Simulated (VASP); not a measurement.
Set up this calculation in VASP 6.6.1, as the native input.

```
Task                   : single point
Functional             : LDA
Potentials or basis    : VASP PAW LDA potentials, release 64 (Ge_d, Pd)
Cutoff                 : 520 eV
k mesh                 : 6 × 6 × 6
Occupations            : fermi-dirac, width 0.1 eV
Spin                   : no spin polarisation
Dipole correction      : no
Further INCAR settings : ALGO = Normal; EDIFF = 1e-06; NBANDS = 34
```

The structure of Ge3Pd lies in POSCAR:

```
Ge3Pd
1.0
    4.1965295533      0.0000000000      0.0000000000
    0.0000000000      4.1965295533      0.0000000000
    0.0000000000      0.0000000000      4.1965295533
Ge Pd
3 1
Direct
    0.0000000000      0.5000000000      0.5000000000
    0.5000000000      0.0000000000      0.5000000000
    0.5000000000      0.5000000000      0.0000000000
    0.0000000000      0.0000000000      0.0000000000
```

One way to write it, as run:

INCAR

```
SYSTEM = Ge3Pd
ALGO = Normal
EDIFF = 1E-6
ENCUT = 520
ISIF = 2
ISMEAR = -1
LASPH = .True.
LCHARG = .False.
LREAL = .False.
LWAVE = .False.
NBANDS = 34
NELM = 80
PREC = Accurate
SIGMA = 0.1
```

KPOINTS

```
k-points
0
Gamma
  6 6 6
  0 0 0
```

Potentials or basis: VASP PAW LDA potentials, release 64 (Ge_d, Pd).

Launch:

```sh
$ cat potpaw_LDA.64/Ge_d/POTCAR potpaw_LDA.64/Pd/POTCAR > POTCAR
$ mpirun -np 1 vasp_std > vasp.out
```

It gave:

- Pressure: -9.1 GPa
- Band gap on the k mesh: zero (band 26 reaches 6.96 eV, above the bottom of band 27 at 5.22 eV)

Wall time 30 s on 1 thread of Intel(R) Xeon(R) Platinum 8259CL CPU @ 2.50GHz (Skylake/Cascade Lake) (shared host), peak memory 0.18 GiB.
